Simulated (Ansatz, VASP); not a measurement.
**One calculation of InSe, two programs**

```
CELL_PARAMETERS angstrom
4.05000 0.00000 0.00000
-2.02500 3.50740 0.00000
0.00000 0.00000 16.93000
ATOMIC_POSITIONS crystal
In 0.33333 0.66667 0.15700
In 0.66667 0.33333 0.65700
In 0.33333 0.66667 0.34300
In 0.66667 0.33333 0.84300
Se 0.33333 0.66667 0.60200
Se 0.66667 0.33333 0.10200
Se 0.33333 0.66667 0.89800
Se 0.66667 0.33333 0.39800
```

Alike in both runs: task single point; functional PBEsol; k mesh 12 × 12 × 4; occupations gaussian, width 0.05 eV; no spin polarisation.

|  | VASP | Ansatz |
| --- | --- | --- |
| version | VASP 6.6.1 | Ansatz 0.2.0 |
| potentials or method | VASP PAW PBE potentials, release 64 (In_d, Se), cutoff 520 eV | scalar-relativistic, plane waves, PAW |
| valence electrons in the cell | 76 | 116 |

Ansatz gave:

| Quantity | Value |
| --- | --- |
| pressure (GPa) | 5.0 |
| traceless stress, the component that is largest in VASP (GPa) | -5.01 |
| rms of the force components (eV/Å) | 1.340 |

Q: Estimate VASP's values.

A: Pressure (GPa): 5.1; traceless stress, the component that is largest in VASP (GPa): -5.06; rms of the force components (eV/Å): 1.351.

VASP's potentials were made for PBE, not for PBEsol. Atom by atom the forces differ by 0.012 eV/Å (rms over components). VASP's potentials hold 76 valence electrons a cell and Ansatz's 116, so a difference there can come from the potentials and not from the codes.
